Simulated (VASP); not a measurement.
# Co (P6_3/mmc) in VASP: a series of runs, part 2 of 2

VASP 6.6.1. Earlier steps stand in the parts before.

**3. Single point, BLYP+D3(BJ), collinear spin, ferromagnetic start**

INCAR

```
SYSTEM = Co
PREC = Accurate ; ENCUT = 520
EDIFF = 1E-6 ; ISMEAR = -1
SIGMA = 0.05 ; LREAL = .FALSE.
LASPH = .TRUE. ; NELM = 150
ALGO = Normal ; ISIF = 2
LWAVE = .FALSE. ; LCHARG = .FALSE.
ISPIN = 2 ; MAGMOM = 2 2 2 2
LORBIT = 11 ; LMAXMIX = 4
GGA = B5 ; ALDAX = 1.0
AGGAX = 1.0 ; AGGAC = 1.0
ALDAC = 0.0 ; IVDW = 12
VDW_S6 = 1.0 ; VDW_S8 = 2.6996
VDW_A1 = 0.4298 ; VDW_A2 = 4.2359
NBANDS = 30
```

KPOINTS

```
Automatic mesh
0
G
  12 12 4
  0 0 0
```

POSCAR

```
Co
1.0
    2.4201280013      0.0000000000      0.0000000000
   -1.2100640007      2.0958923296      0.0000000000
    0.0000000000      0.0000000000      7.9231214745
Co
4
Direct
    0.6666666667      0.3333333333      0.7500000000
    0.0000000000      0.0000000000      0.5000000000
    0.3333333333      0.6666666667      0.2500000000
    0.0000000000      0.0000000000      0.0000000000
```

Potentials or basis: VASP PAW PBE potentials, release 64 (Co).

The run is started by

```sh
> cat potpaw_PBE.64/Co/POTCAR > POTCAR
> mpirun -np 1 vasp_std > vasp.out
```

OUTCAR:

```text
SYSTEM = Co
   PREC = Accurate
   ENCUT = 520
   EDIFF = 1E-6
   ISMEAR = -1
   LREAL = .FALSE.
   LASPH = .TRUE.
   NELM = 150
   ISIF = 2
   ISPIN = 2
   LORBIT = 11
   GGA = B5
   IVDW = 12
 IVDW          = 12

 ion  position               nearest neighbor table
   1  0.667  0.333  0.750-   2 2.42   4 2.42   2 2.42   4 2.42   2 2.42   4 2.42
   2  0.000  0.000  0.500-   1 2.42   3 2.42   1 2.42   3 2.42   1 2.42   3 2.42
   3  0.333  0.667  0.250-   2 2.42   4 2.42   2 2.42   4 2.42   2 2.42   4 2.42
   4  0.000  0.000  0.000-   1 2.42   3 2.42   1 2.42   3 2.42   1 2.42   3 2.42

  LATTYP: Found a hexagonal cell.
 ALAT       =     2.4201280013
 C/A-ratio  =     3.2738439745

  Lattice vectors:

 A1 = (   2.4201280013,   0.0000000000,   0.0000000000)
 A2 = (  -1.2100640007,   2.0958923296,   0.0000000000)
 A3 = (   0.0000000000,   0.0000000000,   7.9231214745)

Analysis of symmetry for initial positions (statically):
=====================================================================
 Subroutine PRICEL returns:
 Original cell was already a primitive cell.

 Routine SETGRP: Setting up the symmetry group for a
 hexagonal supercell.

 Subroutine GETGRP returns: Found 24 space group operations
 (whereof 12 operations were pure point group operations)
 out of a pool of 24 trial point group operations.

The static configuration has the point symmetry D_3d.
 The point group associated with its full space group is D_6h.

Analysis of symmetry for dynamics (positions and initial velocities):
=====================================================================
 Subroutine PRICEL returns:
 Original cell was already a primitive cell.

 Routine SETGRP: Setting up the symmetry group for a
 hexagonal supercell.

 Subroutine GETGRP returns: Found 24 space group operations
 (whereof 12 operations were pure point group operations)
 out of a pool of 24 trial point group operations.

The dynamic configuration has the point symmetry D_3d.
 The point group associated with its full space group is D_6h.

Analysis of structural, dynamic, and magnetic symmetry:
[... 168 lines left out ...]
 fundamental gap:      0.0126608240
 Fermi energy:        11.9274571867

 spin component 1

 k-point     1 :       0.0000    0.0000    0.0000
  band No.  band energies     occupation
      1       2.6713      1.00000
      2       4.9728      1.00000
      3       4.9892      1.00000
      4       6.4441      1.00000
      5       8.8139      1.00000
      6       8.8534      1.00000
[... 781 lines left out ...]
     29      27.5924      0.00000
     30      28.5051      0.00000

 [... further k-points ...]

 spin component 2

 k-point     1 :       0.0000    0.0000    0.0000
  band No.  band energies     occupation
      1       2.7281      1.00000
      2       5.1113      1.00000
      3       5.1149      1.00000
      4       7.2937      1.00000
      5      10.0180      1.00000
      6      10.0794      1.00000
[... 781 lines left out ...]
     29      27.9859      0.00000
     30      28.9345      0.00000

 [... further k-points ...]

------------------------ aborting loop because EDIFF is reached ----------------------------------------

 Edisp (eV)   -4.13097

 E8    (eV) :    -3.0464

  FORCE on cell =-STRESS in cart. coord.  units (eV):
  Direction    XX          YY          ZZ          XY          YZ          ZX
  --------------------------------------------------------------------------------------
  -------------------------------------------------------------------------------------
  Total       3.54281     3.54281     2.72203    -0.00000     0.00000     0.00000
  in kB     141.23906   141.23906   108.51768    -0.00000     0.00000     0.00000
  external pressure =      130.33 kB  Pullay stress =        0.00 kB

 VOLUME and BASIS-vectors are now :
 -----------------------------------------------------------------------------
  energy-cutoff  :      520.00
  volume of cell :       40.19
      direct lattice vectors                 reciprocal lattice vectors
     2.420128001  0.000000000  0.000000000     0.413201285  0.238561873  0.000000000
    -1.210064001  2.095892330  0.000000000     0.000000000  0.477123746  0.000000000
     0.000000000  0.000000000  7.923121475     0.000000000  0.000000000  0.126212883

 POSITION                                       TOTAL-FORCE (eV/Angst)
 -----------------------------------------------------------------------------------
      1.21006      0.69863      5.94234         0.000000      0.000000     -0.000000
      0.00000      0.00000      3.96156        -0.000000      0.000000     -0.000000
     -0.00000      1.39726      1.98078         0.000000     -0.000000      0.000000
      0.00000      0.00000      0.00000        -0.000000      0.000000     -0.000000
 -----------------------------------------------------------------------------------
    total drift:                                0.000000     -0.000000      0.000000

  FREE ENERGIE OF THE ION-ELECTRON SYSTEM (eV)
  ---------------------------------------------------
  free  energy   TOTEN  =       -27.9203822114 eV

  energy  without entropy=      -27.8872938240  energy(sigma->0) =      -27.90383802

 total charge

# of ion       s       p       d       tot
------------------------------------------
    1        0.517   0.572   7.366   8.455
    2        0.518   0.568   7.375   8.460
    3        0.517   0.572   7.366   8.455
    4        0.518   0.568   7.375   8.460
--------------------------------------------------
tot          2.069   2.280  29.482  33.831

 magnetization (x)

# of ion       s       p       d       tot
------------------------------------------
    1       -0.015  -0.047   1.592   1.531
    2       -0.015  -0.045   1.567   1.507
    3       -0.015  -0.047   1.592   1.531
    4       -0.015  -0.045   1.567   1.507
--------------------------------------------------
tot         -0.060  -0.183   6.320   6.077
```

Wall time 1.9 min (1 thread of Intel Xeon 6975P-C (Granite Rapids), shared host); peak memory 0.23 GiB.

Results:

```yaml
Free_energy: -27.9204 eV
Pressure: 13.0 GPa
Net_moment: 6.07 μB per cell
Site_moments: Co +1.53, +1.51 μB
Valence_electrons_inside_the_program's_atomic_spheres: Co 8.46
Dispersion_energy_per_atom: -1.033 eV
```

Caveat: the PAW data sets were made with another functional, which shifts forces and pressure a little; pairwise dispersion overbinds metals, which lowers pressure and volume.

**4. Single point, RPBE+D3(BJ), collinear spin, ferromagnetic start**

This run uses another cell than the first one, of 10.26 Å³/atom, 1.021 times its volume.

INCAR

```
PREC = Accurate
ENCUT = 520
EDIFF = 1E-6
ISMEAR = -1
SIGMA = 0.05
LREAL = F
LASPH = T
NELM = 150
ALGO = Fast
ISIF = 2
LWAVE = F
LCHARG = F
ISPIN = 2
MAGMOM = 2 2 2 2
LORBIT = 11
LMAXMIX = 4
GGA = RP
IVDW = 12
NBANDS = 30
```

KPOINTS

```
Automatic mesh
0
Gamma
  12 12 4
```

POSCAR

```
Co
1.0
    2.4371717178      0.0000000000      0.0000000000
   -1.2185858589      2.1106526210      0.0000000000
    0.0000000000      0.0000000000      7.9789199430
Co
4
Direct
    0.6666666667      0.3333333333      0.7500000000
    0.0000000000      0.0000000000      0.5000000000
    0.3333333333      0.6666666667      0.2500000000
    0.0000000000      0.0000000000      0.0000000000
```

The run is started by

```sh
> cat potpaw_PBE.64/Co/POTCAR > POTCAR
> mpirun -np 1 vasp_std > vasp.out
```

Run time: 92 s. Hardware: 1 thread of Intel Xeon 6975P-C (Granite Rapids), shared host; peak memory 0.23 GiB.

It converged, with:

| Item | Value |
| --- | --- |
| Free energy | -34.7698 eV |
| Pressure | -13.2 GPa |
| Net moment | 6.44 μB per cell |
| Site moments | Co +1.63, +1.61 μB |
| Valence electrons inside the program's atomic spheres | Co 8.39 |
| Dispersion energy per atom | -2.233 eV |

Stress tensor (GPa, compression positive):
```
-11.83   0.00   0.00
  0.00 -11.83   0.00
  0.00   0.00 -16.01
```

Levels at points of the mesh, in eV from the Fermi level:
Spin up:
```
           k point  band 20  band 21  band 22  band 23  band 24  band 25
(0.00, 0.00, 0.00)    -1.19    -1.19    -0.78    -0.78    -0.31     6.63
(0.50, 0.00, 0.00)    -0.49     0.29     1.44     2.66     3.31     7.44
(0.00, 0.00, 0.50)    -1.69    -0.96    -0.96    -0.96    -0.96     9.66
(0.50, 0.00, 0.50)    -0.52     1.34     1.34     2.98     2.98     7.77
```
Spin down:
| k point | band 10 | band 11 | band 12 | band 13 | band 14 | band 15 | band 16 | band 17 | band 18 | band 19 |
| --- | --- | --- | --- | --- | --- | --- | --- | --- | --- | --- |
| (0.00, 0.00, 0.00) | -1.22 | -1.22 | -0.92 | -0.92 | -0.87 | -0.87 | -0.40 | 0.06 | 0.06 | 0.43 |
| (0.50, 0.00, 0.00) | -1.22 | -0.88 | -0.12 | -0.08 | 0.50 | 1.26 | 1.28 | 1.29 | 1.32 | 1.37 |
| (0.00, 0.00, 0.50) | -1.13 | -1.13 | -1.13 | -1.02 | -1.02 | -1.02 | -1.02 | 0.25 | 0.25 | 0.25 |
| (0.50, 0.00, 0.50) | -0.92 | -0.91 | -0.91 | -0.27 | -0.27 | 0.86 | 0.86 | 1.28 | 1.28 | 1.39 |

Caveat: the PAW data sets were made with another functional, which shifts forces and pressure a little; pairwise dispersion overbinds metals, which lowers pressure and volume.

**5. Single point, BLYP+D3(BJ), collinear spin, ferromagnetic start**

This run uses another cell than the first one, of 10.26 Å³/atom, 1.021 times its volume.

INCAR

```
PREC     = Accurate       # precision mode
ENCUT    = 520            # plane-wave cutoff, eV
EDIFF    = 1E-7           # SCF threshold, eV
ISMEAR   = -1             # smearing method
SIGMA    = 0.05           # smearing width, eV
LREAL    = F              # projectors in reciprocal space
LASPH    = T              # aspherical terms in the spheres
NELM     = 150            # most SCF steps
ALGO     = Normal         # electronic algorithm
ISIF     = 2              # what is computed and relaxed
LWAVE    = F              # write WAVECAR
LCHARG   = F              # write CHGCAR
ISPIN    = 2              # spin polarisation
MAGMOM   = 2 2 2 2        # initial moments
LORBIT   = 11             # projections on sites
LMAXMIX  = 4              # l up to which the mixer works
GGA      = B5             # functional
ALDAX    = 1.0          
AGGAX    = 1.0          
AGGAC    = 1.0          
ALDAC    = 0.0          
IVDW     = 12             # dispersion correction
VDW_S6   = 1.0          
VDW_S8   = 2.6996       
VDW_A1   = 0.4298       
VDW_A2   = 4.2359       
NBANDS   = 30             # bands
```

KPOINTS

```
regular mesh
0
Gamma
  12 12 4
```

POSCAR is that of step 4.

The run is started by

```sh
> cat potpaw_PBE.64/Co/POTCAR > POTCAR
> mpirun -np 1 vasp_std > vasp.out
```

It took 87 s on 1 thread of Intel Xeon 6975P-C (Granite Rapids), shared host; peak memory 0.23 GiB.

Results (log left out):

- Free energy: -27.9746 eV
- Pressure: 7.3 GPa
- Net moment: 6.16 μB per cell
- Site moments: Co +1.55, +1.53 μB
- Valence electrons inside the program's atomic spheres: Co 8.41
- Dispersion energy per atom: -1.010 eV

Stress tensor (GPa, compression positive):
```
8.46 0.00 0.00
0.00 8.46 0.00
0.00 0.00 5.14
```

Levels at points of the mesh, in eV from the Fermi level:
Spin up:
```csv
k point,band 17,band 18,band 19,band 20,band 21,band 22,band 23,band 24,band 25,band 26
"(0.00, 0.00, 0.00)",-1.76,-1.41,-1.41,-1.08,-1.08,-0.65,-0.65,-0.07,6.72,15.47
"(0.50, 0.00, 0.00)",-0.48,-0.39,-0.38,-0.36,0.50,1.64,2.83,3.46,7.54,7.57
"(0.00, 0.00, 0.50)",-1.57,-1.57,-1.57,-1.57,-0.84,-0.84,-0.84,-0.84,9.80,9.80
"(0.50, 0.00, 0.50)",-0.53,-0.53,-0.40,-0.40,1.53,1.53,3.14,3.14,7.88,7.88
```
Spin down:
```csv
k point,band 11,band 12,band 13,band 14,band 15,band 16,band 17,band 18
"(0.00, 0.00, 0.00)",-1.27,-0.98,-0.98,-0.93,-0.93,-0.05,-0.01,-0.01
"(0.50, 0.00, 0.00)",-0.90,-0.16,-0.13,0.76,1.20,1.23,1.23,1.26
"(0.00, 0.00, 0.50)",-1.19,-1.19,-1.07,-1.07,-1.07,-1.07,0.18,0.18
"(0.50, 0.00, 0.50)",-0.82,-0.82,-0.23,-0.23,0.81,0.81,1.22,1.22
```

Caveat: the PAW data sets were made with another functional, which shifts forces and pressure a little; pairwise dispersion overbinds metals, which lowers pressure and volume.

**6. Overview**

| level | cell | gap on the mesh (eV) | pressure (GPa) | moment (μB) |
| --- | --- | --- | --- | --- |
| RPBE+D3(BJ) | a = 2.420, b = 2.420, c = 7.923 Å, angles 90.0, 90.0, 120.0°, 4 atoms | none | -8.7 | 6.31 |
| BLYP+D3(BJ) | a = 2.420, b = 2.420, c = 7.923 Å, angles 90.0, 90.0, 120.0°, 4 atoms | none | 13.0 | 6.07 |
| RPBE+D3(BJ) | a = 2.437, b = 2.437, c = 7.979 Å, angles 90.0, 90.0, 120.0°, 4 atoms | none | -13.2 | 6.44 |
| BLYP+D3(BJ) | a = 2.437, b = 2.437, c = 7.979 Å, angles 90.0, 90.0, 120.0°, 4 atoms | none | 7.3 | 6.16 |

Alike in all rows: task single point; potentials or basis VASP PAW PBE potentials, release 64 (Co); spin collinear, ferromagnetic start; k mesh 12 × 12 × 4; cutoff (eV) 520; smearing fermi-dirac 0.05 eV.

Caveats: the PAW data sets were made with another functional, which shifts forces and pressure a little; pairwise dispersion overbinds metals, which lowers pressure and volume.

Absolute energies hang on the potentials; compare differences alone.
